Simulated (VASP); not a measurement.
# Be (Fd-3m) in VASP: further runs

Runs on Be. Level: PBEsol. Tasks: single point.

Everything below comes from runs of VASP 6.6.1. Logs are shortened: lines on timing, memory, paths and dates and some standing lists are left out, and cuts for length are marked.

### Step 1. The cell of the first run

Symmetry: Fd-3m, No. 227, cubic system. Conventional cell: a = 4.222 Å, b = 4.222 Å, c = 4.222 Å, α = 90.00°, β = 90.00°, γ = 90.00°. Be (site symmetry -43m) has 4 Be at 1.83 Å within 2.4 Å.

### Step 2. Single point, PBEsol (volume scaled by 0.65, level accurate)

File INCAR:

```
SYSTEM = Be
  PREC = Accurate
  ENCUT = 600
  EDIFF = 1E-6
  ISMEAR = -1
  SIGMA = 0.05
  LREAL = .False.
  LASPH = .True.
  NELM = 120
  ALGO = Normal
  ISIF = 2
  LWAVE = .False.
  LCHARG = .False.
  GGA = PS
  NBANDS = 9
  GGA_COMPAT = .False.
```

File KPOINTS:

```
regular mesh
0
Gamma
  15 15 15
  0 0 0
```

File POSCAR:

```
Be
1.0
    0.0000000000      2.1108618996      2.1108618996
    2.1108618996      0.0000000000      2.1108618996
    2.1108618996      2.1108618996      0.0000000000
Be
2
Direct
   -0.1250000000     -0.1250000000     -0.1250000000
    0.1250000000      0.1250000000      0.1250000000
```

Potentials or basis: VASP PAW PBE potentials, release 64 (Be).

Command:

```
cat potpaw_PBE.64/Be/POTCAR > POTCAR
mpirun -np 1 vasp_std > vasp.out
```

OUTCAR:

```text
SYSTEM = Be
   PREC = Accurate
   ENCUT = 600
   EDIFF = 1E-6
   ISMEAR = -1
   LREAL = .False.
   LASPH = .True.
   NELM = 120
   ISIF = 2
   GGA = PS

 ion  position               nearest neighbor table
   1  0.875  0.875  0.875-   2 1.83   2 1.83   2 1.83   2 1.83
   2  0.125  0.125  0.125-   1 1.83   1 1.83   1 1.83   1 1.83

  LATTYP: Found a face centered cubic cell.
 ALAT       =     4.2217237992

  Lattice vectors:

 A1 = (   0.0000000000,   2.1108618996,   2.1108618996)
 A2 = (   2.1108618996,   0.0000000000,   2.1108618996)
 A3 = (   2.1108618996,   2.1108618996,   0.0000000000)

Analysis of symmetry for initial positions (statically):
=====================================================================
 Subroutine PRICEL returns:
 Original cell was already a primitive cell.

 Routine SETGRP: Setting up the symmetry group for a
 face centered cubic supercell.

 Subroutine GETGRP returns: Found 48 space group operations
 (whereof 12 operations were pure point group operations)
 out of a pool of 48 trial point group operations.

The static configuration has the point symmetry D_3d.
 The point group associated with its full space group is O_h .

Analysis of symmetry for dynamics (positions and initial velocities):
=====================================================================
 Subroutine PRICEL returns:
 Original cell was already a primitive cell.

 Routine SETGRP: Setting up the symmetry group for a
 face centered cubic supercell.

 Subroutine GETGRP returns: Found 48 space group operations
 (whereof 12 operations were pure point group operations)
 out of a pool of 48 trial point group operations.

The dynamic configuration has the point symmetry D_3d.
 The point group associated with its full space group is O_h .

 Subroutine INISYM returns: Found 48 space group operations
 (whereof 12 operations are pure point group operations),
 and found     1 'primitive' translations

----------------------------------------------------------------------------------------

                                     Primitive cell

  volume of cell :      18.8109

  direct lattice vectors                    reciprocal lattice vectors
     0.000000000  2.110861900  2.110861900    -0.236870067  0.236870067  0.236870067
     2.110861900  0.000000000  2.110861900     0.236870067 -0.236870067  0.236870067
     2.110861900  2.110861900  0.000000000     0.236870067  0.236870067 -0.236870067

  length of vectors
     2.985209527  2.985209527  2.985209527     0.410270991  0.410270991  0.410270991

  position of ions in fractional coordinates (direct lattice)
     0.875000000  0.875000000  0.875000000
     0.125000000  0.125000000  0.125000000

  ion indices of the primitive-cell ions
   primitive index   ion index
                 1           1
                 2           2

----------------------------------------------------------------------------------------

 KPOINTS: regular mesh

Automatic generation of k-mesh.
 Grid dimensions read from file:
 generate k-points for:   15   15   15

 Generating k-lattice:

  Cartesian coordinates                     Fractional coordinates (reciprocal lattice)
    -0.015791338  0.015791338  0.015791338     0.066666667  0.000000000  0.000000000
     0.015791338 -0.015791338  0.015791338     0.000000000  0.066666667  0.000000000
     0.015791338  0.015791338 -0.015791338     0.000000000  0.000000000  0.066666667

  Length of vectors
     0.027351399  0.027351399  0.027351399

  Shift w.r.t. Gamma in fractional coordinates (k-lattice)
     0.000000000  0.000000000  0.000000000

 Subroutine IBZKPT returns following result:
 ===========================================

 Found    120 irreducible k-points:

 Following reciprocal coordinates:
            Coordinates               Weight
  0.000000  0.000000  0.000000      1.000000
  0.066667  0.000000  0.000000      8.000000
  0.133333  0.000000  0.000000      8.000000
  0.200000  0.000000  0.000000      8.000000
  0.266667  0.000000  0.000000      8.000000
  0.333333  0.000000  0.000000      8.000000
[... 16 lines left out ...]
  0.133333  0.133333  0.000000      6.000000
  0.200000  0.133333  0.000000     24.000000
 [... further k-points ...]
   k-points           NKPTS =    120   k-points in BZ     NKDIM =    120   number of bands    NBANDS=      9
   number of dos      NEDOS =    301   number of ions     NIONS =      2
   total plane-waves  NPLWV =  13824
   dimension x,y,z NGX =    24 NGY =   24 NGZ =   24
   dimension x,y,z NGXF=    48 NGYF=   48 NGZF=   48
   ions per type =               2
   NGX,Y,Z   is equivalent  to a cutoff of  13.37, 13.37, 13.37 a.u.
   NGXF,Y,Z  is equivalent  to a cutoff of  26.73, 26.73, 26.73 a.u.
 SYSTEM =  Be
   PREC   = accura    normal or accurate (medium, high low for compatibility)
   ISTART =      0    job   : 0-new  1-cont  2-samecut
   ICHARG =      2    charge: 1-file 2-atom 10-const
   ISPIN  =      1    spin polarized calculation?
   LNONCOLLINEAR =      F non collinear calculations
   LSORBIT =      F    spin-orbit coupling
   LASPH  =      T    aspherical Exc in radial PAW
   ENCUT  =  600.0 eV  44.10 Ry    6.64 a.u.   5.96  5.96  5.96*2*pi/ulx,y,z
   NELM   =    120;   NELMIN=  2; NELMDL= -5     # of ELM steps
   EDIFF  = 0.1E-05   stopping-criterion for ELM
   LREAL  =      F    real-space projection
   EDIFFG = 0.1E-04   stopping-criterion for IOM
   NSW    =      0    number of steps for IOM
   IBRION =     -1    ionic relax: 0-MD 1-quasi-New 2-CG
   NFREE  =      0    steps in history (QN), initial steepest desc. (CG)
   ISIF   =      2    stress and relaxation
   ISYM   =      2    0-nonsym 1-usesym 2-fastsym
   POTIM  = 0.5000    time-step for ionic-motion
   TEBEG  =    0.0;   TEEND  =   0.0 temperature during run
   PSTRESS=    0.0 pullay stress
   NELECT =       4.0000    total number of electrons
   NUPDOWN=      -1.0000    fix difference up-down
   EMIN   =  10.00;   EMAX   =-10.00  energy-range for DOS
   EFERMI =   0.00;   METHOD = LEGACY
   ISMEAR =    -1;   SIGMA  =   0.05  broadening in eV -4-tet -1-fermi 0-gaus
   EFERMI_NEDOS =   21; number of points for ismear=-14 and -15
   IALGO  =     38    algorithm
   IMIX   =      4    mixing-type and parameters
     AMIX     =   0.40;   BMIX     =  1.00
     AMIX_MAG =   1.60;   BMIX_MAG =  1.00
  volume/ion in A,a.u.               =       9.41        63.47
  Fermi-wavevector in a.u.,A,eV,Ry     =   0.977143  1.846533 12.990970  0.954809
  Thomas-Fermi vector in A             =   2.107818
   LORBIT       =      0    0 simple, 1 ext, 2 COOP (PROOUT), +10 PAW based schemes
   GGA     = PS    functional components
   LHFCALC =     F    Hartree Fock is set to
   AEXX    =    0.0000 exact exchange contribution
   IVDW    =     0    specifies the selected vdW correction
   LEPSILON=     F    determine dielectric tensor
   LRPA    =     F    only Hartree local field effects (RPA)
 non-spin polarized calculation
  energy-cutoff  :      600.00
  volume of cell :       18.81
 maximum number of plane-waves:       639
   NGX = 11   NGY = 11   NGZ = 11

 number of electron       4.0000000 magnetization

 Free energy of the ion-electron system (eV)
  ---------------------------------------------------
  ext. energy  EPLUGINS =         0.00000000
  ---------------------------------------------------
  free energy    TOTEN  =        -3.68385203 eV

  energy without entropy =       -3.67754449  energy(sigma->0) =       -3.68069826

 E-fermi :   4.5844     XC(G=0):  -9.9540

 val. band max:        4.5625697530   @ k =  -0.4667   0.4000   0.1333
 cond. band min:       4.5934125602   @ k =  -0.4667   0.4000   0.1333
 fundamental gap:      0.0308428072
 Fermi energy:         4.5843805252

 k-point     1 :       0.0000    0.0000    0.0000
  band No.  band energies     occupation
      1      -4.7326      2.00000
      2      11.1056      0.00000
      3      11.1056      0.00000
      4      11.1056      0.00000
      5      14.0534      0.00000
      6      14.0534      0.00000
      7      14.0534      0.00000
      8      24.5345      0.00000
      9      24.6393      0.00000

 k-point     2 :       0.0667    0.0000    0.0000
  band No.  band energies     occupation
      1      -4.6488      2.00000
      2      10.2458      0.00000
      3      10.8542      0.00000
      4      10.8542      0.00000
      5      14.3757      0.00000
      6      14.3757      0.00000
      7      14.8063      0.00000
      8      23.5863      0.00000
      9      24.1465      0.00000

 k-point     3 :       0.1333    0.0000    0.0000
  band No.  band energies     occupation
      1      -4.3981      2.00000
      2       8.6488      0.00000
      3      10.3304      0.00000
      4      10.3304      0.00000
      5      15.0504      0.00000
      6      15.0504      0.00000
      7      16.0847      0.00000
      8      22.3914      0.00000
      9      22.9489      0.00000

 k-point     4 :       0.2000    0.0000    0.0000
  band No.  band energies     occupation
      1      -3.9815      2.00000
      2       6.9272      0.00000
      3       9.7908      0.00000
      4       9.7908      0.00000
      5      15.6328      0.00000
      6      15.6328      0.00000
      7      17.2865      0.00000
      8      21.4056      0.00000
      9      22.4443      0.00000
[... 205 lines left out ...]
 k-point    22 :      -0.0667    0.0667    0.0000
  band No.  band energies     occupation
      1      -4.5093      2.00000
      2       9.6478      0.00000
      3       9.7392      0.00000
      4      10.9662      0.00000
      5      14.3314      0.00000
      6      15.3401      0.00000
      7      15.5163      0.00000
      8      22.2594      0.00000
      9      22.6397      0.00000

 k-point    23 :       0.1333    0.1333    0.0000
  band No.  band energies     occupation
      1      -4.2849      2.00000
      2       9.0539      0.00000
      3       9.0539      0.00000
      4      10.3572      0.00000
      5      13.8622      0.00000
      6      16.6817      0.00000
      7      16.6817      0.00000
      8      19.0616      0.00000
      9      25.3012      0.00000

 k-point    24 :       0.2000    0.1333    0.0000
  band No.  band energies     occupation
      1      -3.9772      2.00000
      2       7.9526      0.00000
      3       8.4670      0.00000
      4      10.0074      0.00000
      5      14.0268      0.00000
      6      17.4648      0.00000
      7      17.5186      0.00000
      8      18.1631      0.00000
      9      25.3856      0.00000

 [... further k-points ...]

------------------------ aborting loop because EDIFF is reached ----------------------------------------

  FORCE on cell =-STRESS in cart. coord.  units (eV):
  Direction    XX          YY          ZZ          XY          YZ          ZX
  --------------------------------------------------------------------------------------
  -------------------------------------------------------------------------------------
  Total        4.7544957      4.7544957      4.7544957     -0.0000000      0.0000000      0.0000000
  in kB      404.9538926    404.9538926    404.9538926     -0.0000000      0.0000000      0.0000000
  external PRESSURE =     404.9538926 kB  Pullay stress =       0.0000000 kB

 VOLUME and BASIS-vectors are now :
 -----------------------------------------------------------------------------
  energy-cutoff  :      600.00
  volume of cell :       18.81
      direct lattice vectors                 reciprocal lattice vectors
     0.000000000  2.110861900  2.110861900    -0.236870067  0.236870067  0.236870067
     2.110861900  0.000000000  2.110861900     0.236870067 -0.236870067  0.236870067
     2.110861900  2.110861900  0.000000000     0.236870067  0.236870067 -0.236870067

 POSITION                                       TOTAL-FORCE (eV/Angst)
 -----------------------------------------------------------------------------------
      3.69401      3.69401      3.69401         0.000000      0.000000      0.000000
      0.52772      0.52772      0.52772        -0.000000     -0.000000     -0.000000
 -----------------------------------------------------------------------------------
    total drift:                                0.000000      0.000000      0.000000

  FREE ENERGIE OF THE ION-ELECTRON SYSTEM (eV)
  ---------------------------------------------------
  free  energy   TOTEN  =        -3.6838520341 eV

  energy  without entropy=       -3.6775444871  energy(sigma->0) =       -3.68069826
```

It took 8.2 s on 1 thread of Intel Xeon 6975P-C (Granite Rapids), shared host; peak memory 0.14 GiB.

What came out:

| Quantity | Value |
| --- | --- |
| Free energy | -3.6839 eV |
| Pressure | 40.5 GPa |
| Band gap on the k mesh | zero (band 2 reaches 11.11 eV, above the bottom of band 3 at 2.71 eV) |

Levels at points of the mesh, in eV from the Fermi level:
```tsv
k point	band 1	band 2	band 3	band 4	band 5	band 6
(0.00, 0.00, 0.00)	-9.32	6.52	6.52	6.52	9.47	9.47
```

Caveat: the PAW data sets were made with another functional, which shifts forces and pressure a little.

### Step 3. Single point, PBEsol (volume scaled by 0.75)

File INCAR:

```
SYSTEM = Be
PREC = Accurate
ENCUT = 600
EDIFF = 1E-6
ISMEAR = -1
SIGMA = 0.05
LREAL = .FALSE.
LASPH = .TRUE.
NELM = 120
ALGO = Normal
ISIF = 2
LWAVE = .FALSE.
LCHARG = .FALSE.
GGA = PS
NBANDS = 9
GGA_COMPAT = .FALSE.
```

File KPOINTS:

```
Automatic mesh
0
G
  15 15 15
  0 0 0
```

File POSCAR:

```
Be
1.0
    0.0000000000      2.2139906884      2.2139906884
    2.2139906884      0.0000000000      2.2139906884
    2.2139906884      2.2139906884      0.0000000000
Be
2
Direct
   -0.1250000000     -0.1250000000     -0.1250000000
    0.1250000000      0.1250000000      0.1250000000
```

Potentials or basis: VASP PAW PBE potentials, release 64 (Be).

Command:

```
cat potpaw_PBE.64/Be/POTCAR > POTCAR
mpirun -np 1 vasp_std > vasp.out
```

OUTCAR:

```text
SYSTEM = Be
   PREC = Accurate
   ENCUT = 600
   EDIFF = 1E-6
   ISMEAR = -1
   LREAL = .FALSE.
   LASPH = .TRUE.
   NELM = 120
   ISIF = 2
   GGA = PS

 ion  position               nearest neighbor table
   1  0.875  0.875  0.875-   2 1.92   2 1.92   2 1.92   2 1.92
   2  0.125  0.125  0.125-   1 1.92   1 1.92   1 1.92   1 1.92

  LATTYP: Found a face centered cubic cell.
 ALAT       =     4.4279813768

  Lattice vectors:

[... 476 lines left out ...]

------------------------ aborting loop because EDIFF is reached ----------------------------------------

  FORCE on cell =-STRESS in cart. coord.  units (eV):
  Direction    XX          YY          ZZ          XY          YZ          ZX
  --------------------------------------------------------------------------------------
  -------------------------------------------------------------------------------------
  Total        2.9015497      2.9015497      2.9015497      0.0000000     -0.0000000     -0.0000000
  in kB      214.1821253    214.1821253    214.1821253      0.0000000     -0.0000000     -0.0000000
  external PRESSURE =     214.1821253 kB  Pullay stress =       0.0000000 kB

 VOLUME and BASIS-vectors are now :
 -----------------------------------------------------------------------------
  energy-cutoff  :      600.00
  volume of cell :       21.70
      direct lattice vectors                 reciprocal lattice vectors
     0.000000000  2.213990688  2.213990688    -0.225836542  0.225836542  0.225836542
     2.213990688  0.000000000  2.213990688     0.225836542 -0.225836542  0.225836542
     2.213990688  2.213990688  0.000000000     0.225836542  0.225836542 -0.225836542

 POSITION                                       TOTAL-FORCE (eV/Angst)
 -----------------------------------------------------------------------------------
      3.87448      3.87448      3.87448        -0.000000     -0.000000     -0.000000
      0.55350      0.55350      0.55350         0.000000      0.000000      0.000000
 -----------------------------------------------------------------------------------
    total drift:                               -0.000000     -0.000000     -0.000000

  FREE ENERGIE OF THE ION-ELECTRON SYSTEM (eV)
  ---------------------------------------------------
  free  energy   TOTEN  =        -4.2281515105 eV

  energy  without entropy=       -4.2217295434  energy(sigma->0) =       -4.22494053
```

Run time: 13 s. Hardware: 1 thread of Intel Xeon 6975P-C (Granite Rapids), shared host; peak memory 0.16 GiB.

What came out:

```
Free energy            : -4.2282 eV
Pressure               : 21.4 GPa
Band gap on the k mesh : zero (band 2 reaches 9.48 eV, above the bottom of band 3 at 1.66 eV)
```

Caveat: the PAW data sets were made with another functional, which shifts forces and pressure a little.

### Step 4. Single point, PBEsol (volume scaled by 0.85)

File INCAR:

```
SYSTEM = Be
PREC     = Accurate       ! precision mode
ENCUT    = 600            ! plane-wave cutoff, eV
EDIFF    = 1E-6           ! SCF threshold, eV
ISMEAR   = -1             ! smearing method
SIGMA    = 0.05           ! smearing width, eV
LREAL    = .False.        ! projectors in reciprocal space
LASPH    = .True.         ! aspherical terms in the spheres
NELM     = 120            ! most SCF steps
ALGO     = Normal         ! electronic algorithm
ISIF     = 2              ! what is computed and relaxed
LWAVE    = .False.        ! write WAVECAR
LCHARG   = .True.         ! write CHGCAR
GGA      = PS             ! functional
LELF     = .True.         ! ELF
LVHAR    = .True.       
NBANDS   = 9              ! bands
GGA_COMPAT= .False.
```

File KPOINTS:

```
regular mesh
0
Gamma
  15 15 15
  0 0 0
```

File POSCAR:

```
Be
1.0
    0.0000000000      2.3083146653      2.3083146653
    2.3083146653      0.0000000000      2.3083146653
    2.3083146653      2.3083146653      0.0000000000
Be
2
Direct
   -0.1250000000     -0.1250000000     -0.1250000000
    0.1250000000      0.1250000000      0.1250000000
```

Command:

```
cat potpaw_PBE.64/Be/POTCAR > POTCAR
mpirun -np 1 vasp_std > vasp.out
```

Wall time 17 s (1 thread of Intel Xeon 6975P-C (Granite Rapids), shared host); peak memory 0.16 GiB.

The run converged. Its results:

```
Free energy            : -4.5024 eV
Pressure               : 9.9 GPa
Band gap on the k mesh : zero (band 2 reaches 8.19 eV, above the bottom of band 3 at 0.96 eV)
```

Levels at points of the mesh, in eV from the Fermi level:
| k point | band 1 | band 2 | band 3 | band 4 | band 5 | band 6 |
| --- | --- | --- | --- | --- | --- | --- |
| (0.00, 0.00, 0.00) | -8.05 | 5.41 | 5.41 | 5.41 | 8.09 | 8.09 |

Caveat: the PAW data sets were made with another functional, which shifts forces and pressure a little.

### Step 5. The runs side by side

| cell | gap on the mesh (eV) | pressure (GPa) |
| --- | --- | --- |
| a = 2.985 Å, angles 60.0°, 2 atoms | none | 40.5 |
| a = 3.131 Å, angles 60.0°, 2 atoms | none | 21.4 |
| a = 3.264 Å, angles 60.0°, 2 atoms | none | 9.9 |

Alike in all rows: task single point; level PBEsol; potentials or basis VASP PAW PBE potentials, release 64 (Be); no spin polarisation; k mesh 15 × 15 × 15; cutoff (eV) 600; smearing fermi-dirac 0.05 eV.

Caveats: the PAW data sets were made with another functional, which shifts forces and pressure a little.

Absolute energies hang on the potentials; compare differences alone.
